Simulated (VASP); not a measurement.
# C (Fd-3m) in VASP: notebook, part 2 of 2

VASP 6.6.1.

## 3. Single point, PBE+D3(BJ)

This run uses another cell than the first one, of 5.62 Å³/atom, 0.988 times its volume.

INCAR

```
SYSTEM = C
PREC = Accurate
ENCUT = 520
EDIFF = 1E-6
ISMEAR = 0
SIGMA = 0.02
LREAL = .FALSE.
LASPH = .TRUE.
NELM = 60
ALGO = Normal
ISIF = 2
LWAVE = .FALSE.
LCHARG = .FALSE.
GGA = PE
IVDW = 12
NBANDS = 11
```

KPOINTS

```
Automatic mesh
0
G
  12 12 12
  0 0 0
```

POSCAR

```
C
1.0
    0.0000000000      1.7784443372      1.7784443372
    1.7784443372      0.0000000000      1.7784443372
    1.7784443372      1.7784443372      0.0000000000
C
2
Direct
    0.0000000000      0.0000000000      0.0000000000
    0.2500000000      0.2500000000      0.2500000000
```

Potentials or basis: VASP PAW PBE potentials, release 64 (C).

Launch:

```bash
cat potpaw_PBE.64/C/POTCAR > POTCAR
mpirun -np 1 vasp_std > vasp.out
```

OUTCAR:

```text
SYSTEM = C
   PREC = Accurate
   ENCUT = 520
   EDIFF = 1E-6
   ISMEAR = 0
   LREAL = .FALSE.
   LASPH = .TRUE.
   NELM = 60
   ISIF = 2
   GGA = PE
   IVDW = 12
 IVDW          = 12

 ion  position               nearest neighbor table
   1  0.000  0.000  0.000-   2 1.54   2 1.54   2 1.54   2 1.54
   2  0.250  0.250  0.250-   1 1.54   1 1.54   1 1.54   1 1.54

  LATTYP: Found a face centered cubic cell.
 ALAT       =     3.5568886744
[... 524 lines left out ...]
     11      34.5836      0.00000

 [... further k-points ...]

------------------------ aborting loop because EDIFF is reached ----------------------------------------

 Edisp (eV)   -0.38578

 E8    (eV) :    -0.1111

  FORCE on cell =-STRESS in cart. coord.  units (eV):
  Direction    XX          YY          ZZ          XY          YZ          ZX
  --------------------------------------------------------------------------------------
  -------------------------------------------------------------------------------------
  Total       0.05041     0.05041     0.05041    -0.00000     0.00000    -0.00000
  in kB       7.17941     7.17941     7.17941    -0.00000     0.00000    -0.00000
  external pressure =        7.18 kB  Pullay stress =        0.00 kB

 VOLUME and BASIS-vectors are now :
 -----------------------------------------------------------------------------
  energy-cutoff  :      520.00
  volume of cell :       11.25
      direct lattice vectors                 reciprocal lattice vectors
     0.000000000  1.778444337  1.778444337    -0.281144588  0.281144588  0.281144588
     1.778444337  0.000000000  1.778444337     0.281144588 -0.281144588  0.281144588
     1.778444337  1.778444337  0.000000000     0.281144588  0.281144588 -0.281144588

 POSITION                                       TOTAL-FORCE (eV/Angst)
 -----------------------------------------------------------------------------------
      0.00000      0.00000      0.00000        -0.000000      0.000000     -0.000000
      0.88922      0.88922      0.88922         0.000000     -0.000000      0.000000
 -----------------------------------------------------------------------------------
    total drift:                                0.000000      0.000000      0.000000

  FREE ENERGIE OF THE ION-ELECTRON SYSTEM (eV)
  ---------------------------------------------------
  free  energy   TOTEN  =       -18.5683684030 eV

  energy  without entropy=      -18.5683684030  energy(sigma->0) =      -18.56836840
```

OSZICAR:

```text
N       E                     dE             d eps       ncg     rms          rms(c)
DAV:   1     0.986896010705E+00    0.98690E+00   -0.48932E+03  1616   0.725E+02
DAV:   2    -0.184628418114E+02   -0.19450E+02   -0.18896E+02  2013   0.125E+02
DAV:   3    -0.188370551039E+02   -0.37421E+00   -0.37343E+00  1859   0.135E+01
DAV:   4    -0.188376674293E+02   -0.61233E-03   -0.61231E-03  1699   0.670E-01
DAV:   5    -0.188376681358E+02   -0.70654E-06   -0.70655E-06  1800   0.216E-02    0.562E+00
DAV:   6    -0.183461023359E+02    0.49157E+00   -0.25665E-01  1626   0.357E+00    0.336E+00
DAV:   7    -0.181806771696E+02    0.16543E+00   -0.31356E-01  1695   0.400E+00    0.771E-01
DAV:   8    -0.181825310646E+02   -0.18539E-02   -0.88986E-03  1659   0.703E-01    0.441E-02
DAV:   9    -0.181825709837E+02   -0.39919E-04   -0.62831E-05  1864   0.638E-02    0.248E-02
DAV:  10    -0.181825916195E+02   -0.20636E-04   -0.15370E-05  1686   0.346E-02    0.535E-03
DAV:  11    -0.181825917006E+02   -0.81051E-07   -0.25030E-07  1401   0.460E-03
   1 F= -.18568368E+02 E0= -.18568368E+02  d E =-.188591E-13
```

stdout:

```text
POSCAR found type information on POSCAR C
 POSCAR found :  1 types and       2 ions
 scaLAPACK will be used
 LDA part: xc-table for (Slater+PW92), standard interpolation
 POSCAR, INCAR and KPOINTS ok, starting setup
 FFT: planning ... GRIDC
 FFT: planning ... GRID_SOFT
 FFT: planning ... GRID
 WAVECAR not read
 entering main loop
```

Run time: 7.4 s. Hardware: 1 thread of Intel Xeon 8259CL, shared host; peak memory 0.13 GiB.

Results:

| Property | Result |
| --- | --- |
| Free energy | -18.5684 eV |
| Pressure | 0.7 GPa |
| Band gap on the k mesh | 4.17 eV, indirect (least direct gap 5.61 eV) |
| Dispersion energy per atom | -0.193 eV |

## 4. Relaxation of cell and atoms, PBE+D3(BJ)

INCAR

```
ALGO = Normal
EDIFF = 1E-6
EDIFFG = -0.005
ENCUT = 600
GGA = PE
IBRION = 2
ISIF = 3
ISMEAR = 0
IVDW = 12
LASPH = T
LCHARG = F
LREAL = F
LWAVE = F
NELM = 100
NSW = 70
PREC = Accurate
SIGMA = 0.02
```

KPOINTS

```
k-points
0
Gamma
  12 12 12
```

POSCAR

```
C
1.0
    0.0000000000      1.7857368633      1.7857368633
    1.7857368633      0.0000000000      1.7857368633
    1.7857368633      1.7857368633      0.0000000000
C
2
Direct
    0.0000000000      0.0000000000      0.0000000000
    0.2500000000      0.2500000000      0.2500000000
```

Launch:

```bash
cat potpaw_PBE.64/C/POTCAR > POTCAR
mpirun -np 1 vasp_std > vasp.out
```

It took 12 s on 1 thread of Intel Xeon 8259CL, shared host; peak memory 0.13 GiB.

It converged, with:

```
Free energy                            : -18.5739 eV
Relaxed volume                         : 5.63 Å³/atom
Relaxed cell                           : a = 2.515 Å, b = 2.515 Å, c = 2.515 Å, α = 60.00°, β = 60.00°, γ = 60.00°
Space group after relaxing (to 0.05 Å) : Fd-3m (No. 227)
Energy gained by relaxing              : 1.2 meV/atom
Ionic steps                            : 3
Pressure after relaxing                : 0.0 GPa
Band gap on the k mesh                 : 4.17 eV, indirect (least direct gap 5.61 eV)
Dispersion energy per atom             : -0.193 eV
```

The path:
| step | energy change (eV) | largest force (eV/Å) | pressure (GPa) | volume (Å³) |
| --- | --- | --- | --- | --- |
| 1 | 0.0000 | 0.0000 | -5.30 | 11.39 |
| 2 | 0.0012 | 0.0000 | 6.86 | 11.08 |
| 3 | -0.0023 | 0.0000 | -0.01 | 11.25 |

Final structure:
```
C
1.0
     0.00000    1.77845    1.77845
     1.77845    0.00000    1.77845
     1.77845    1.77845    0.00000
C
2
Direct
  0.00000 0.00000 0.00000
  0.25000 0.25000 0.25000
```

Levels at points of the mesh, in eV from the valence-band top:
```csv
k point,band 1,band 2,band 3,band 4,band 5,band 6,band 7,band 8
"(0.00, 0.00, 0.00)",-21.59,0.00,0.00,0.00,5.61,5.61,5.61,13.52
"(0.50, 0.00, 0.00)",-15.77,-13.47,-2.82,-2.82,8.49,8.49,8.96,15.77
"(0.50, 0.50, 0.00)",-12.82,-12.82,-6.35,-6.35,4.78,4.78,16.93,16.93
```

A k mesh can miss the band edges. Expect the measured gap to be larger: semilocal functionals such as PBE lack the derivative discontinuity.

## 5. Single point, PBE+D3(BJ)

This run uses another cell than the first one, of 5.62 Å³/atom, 0.988 times its volume.

INCAR

```
PREC = Accurate
ENCUT = 600
EDIFF = 1E-6
ISMEAR = 1
SIGMA = 0.02
LREAL = F
LASPH = T
NELM = 120
ALGO = Normal
ISIF = 2
LWAVE = F
LCHARG = T
GGA = PE
IVDW = 12
LELF = T
LVHAR = T
NBANDS = 11
GGA_COMPAT = F
```

KPOINTS

```
Automatic mesh
0
Gamma
  12 12 12
```

POSCAR

```
C
1.0
    0.0000000000      1.7784446688      1.7784446688
    1.7784446688      0.0000000000      1.7784446688
    1.7784446688      1.7784446688      0.0000000000
C
2
Direct
    0.0000000000      0.0000000000      0.0000000000
    0.2500000000      0.2500000000      0.2500000000
```

Launch:

```bash
cat potpaw_PBE.64/C/POTCAR > POTCAR
mpirun -np 1 vasp_std > vasp.out
```

It took 6.8 s on 1 thread of Intel Xeon Platinum 8488C (Sapphire Rapids), shared host; peak memory 0.13 GiB.

Results (log left out):

```
Free energy                : -18.5733 eV
Pressure                   : 0.0 GPa
Band gap on the k mesh     : 4.17 eV, indirect (least direct gap 5.61 eV)
Dispersion energy per atom : -0.193 eV
```

Levels at points of the mesh, in eV from the valence-band top:
```tsv
k point	band 1	band 2	band 3	band 4	band 5	band 6	band 7	band 8	band 9
(0.00, 0.00, 0.00)	-21.59	0.00	0.00	0.00	5.61	5.61	5.61	13.52	19.40
(0.50, 0.00, 0.00)	-15.77	-13.47	-2.82	-2.82	8.49	8.49	8.96	15.77	22.01
(0.50, 0.50, 0.00)	-12.82	-12.82	-6.35	-6.35	4.78	4.78	16.93	16.93	23.38
```

A k mesh can miss the band edges. Expect the measured gap to be larger: semilocal functionals such as PBE lack the derivative discontinuity.

## 6. Relaxation of cell and atoms, PBE+D3(BJ)

INCAR

```
SYSTEM = C
  PREC = Accurate
  ENCUT = 600
  EDIFF = 1E-7
  ISMEAR = 1
  SIGMA = 0.02
  LREAL = .FALSE.
  LASPH = .TRUE.
  NELM = 120
  ALGO = Normal
  ISIF = 3
  LWAVE = .FALSE.
  LCHARG = .FALSE.
  GGA = PE
  IVDW = 12
  IBRION = 2
  NSW = 70
  EDIFFG = -0.005
  GGA_COMPAT = .FALSE.
  NELMIN = 4
```

KPOINTS

```
Automatic mesh
0
G
  12 12 12
  0 0 0
```

POSCAR

```
C
1.0
    0.0000000000      1.7857368633      1.7857368633
    1.7857368633      0.0000000000      1.7857368633
    1.7857368633      1.7857368633      0.0000000000
C
2
Direct
    0.0000000000      0.0000000000      0.0000000000
    0.2500000000      0.2500000000      0.2500000000
```

Potentials or basis: VASP PAW PBE potentials, release 64 (C).

Launch:

```bash
cat potpaw_PBE.64/C/POTCAR > POTCAR
mpirun -np 1 vasp_std > vasp.out
```

Wall time 8.9 s (1 thread of Intel Xeon Platinum 8488C (Sapphire Rapids), shared host); peak memory 0.13 GiB.

It converged, with:

```
Free energy                            : -18.5739 eV
Relaxed volume                         : 5.62 Å³/atom
Relaxed cell                           : a = 2.515 Å, b = 2.515 Å, c = 2.515 Å, α = 60.00°, β = 60.00°, γ = 60.00°
Space group after relaxing (to 0.05 Å) : Fd-3m (No. 227)
Energy gained by relaxing              : 1.2 meV/atom
Ionic steps                            : 3
Pressure after relaxing                : 0.0 GPa
Band gap on the k mesh                 : 4.17 eV, indirect (least direct gap 5.61 eV)
Dispersion energy per atom             : -0.193 eV
```

The path:
```tsv
step	energy change (eV)	largest force (eV/Å)	pressure (GPa)	volume (Å³)
1	0.0000	0.0000	-5.30	11.39
2	0.0012	0.0000	6.86	11.08
3	-0.0023	0.0000	0.00	11.25
```

Final structure:
```cif
data_structure
_symmetry_space_group_name_H-M 'P 1'
_symmetry_Int_Tables_number 1
_cell_length_a 2.5151
_cell_length_b 2.5151
_cell_length_c 2.5151
_cell_angle_alpha 60.000
_cell_angle_beta 60.000
_cell_angle_gamma 60.000
_cell_volume 11.25
loop_
_atom_site_label
_atom_site_type_symbol
_atom_site_fract_x
_atom_site_fract_y
_atom_site_fract_z
_atom_site_occupancy
C1 C 0.00000 0.00000 0.00000 1
C2 C 0.25000 0.25000 0.25000 1
```

Levels at points of the mesh, in eV from the valence-band top:
```
           k point  band 1  band 2  band 3  band 4  band 5  band 6  band 7  band 8
(0.00, 0.00, 0.00)  -21.59    0.00    0.00    0.00    5.61    5.61    5.61   13.52
(0.50, 0.00, 0.00)  -15.77  -13.47   -2.82   -2.82    8.49    8.49    8.96   15.77
(0.50, 0.50, 0.00)  -12.82  -12.82   -6.35   -6.35    4.78    4.78   16.93   16.93
```

A k mesh can miss the band edges.

## 7. The runs side by side

| task | cell | cutoff (eV) | smearing | gap on the mesh (eV) | pressure (GPa) | relaxed volume (Å³/atom) |
| --- | --- | --- | --- | --- | --- | --- |
| relaxation of cell and atoms | relaxed from a = 2.525 Å, angles 60.0°, 2 atoms | 600 | gaussian 0.02 eV | 4.17 | 0.0 | 5.63 |
| single point | a = 2.515 Å, angles 60.0°, 2 atoms | 520 | gaussian 0.02 eV | 4.17 | 0.7 | - |
| single point | a = 2.515 Å, angles 60.0°, 2 atoms | 600 | methfessel-paxton 0.02 eV | 4.17 | 0.0 | - |
| relaxation of cell and atoms | relaxed from a = 2.525 Å, angles 60.0°, 2 atoms | 600 | methfessel-paxton 0.02 eV | 4.17 | 0.0 | 5.62 |

Alike in all rows: level PBE+D3(BJ); potentials or basis VASP PAW PBE potentials, release 64 (C); no spin polarisation; k mesh 12 × 12 × 12.

Total energies depend on the potentials used, so only differences within one code and one set of settings carry meaning.
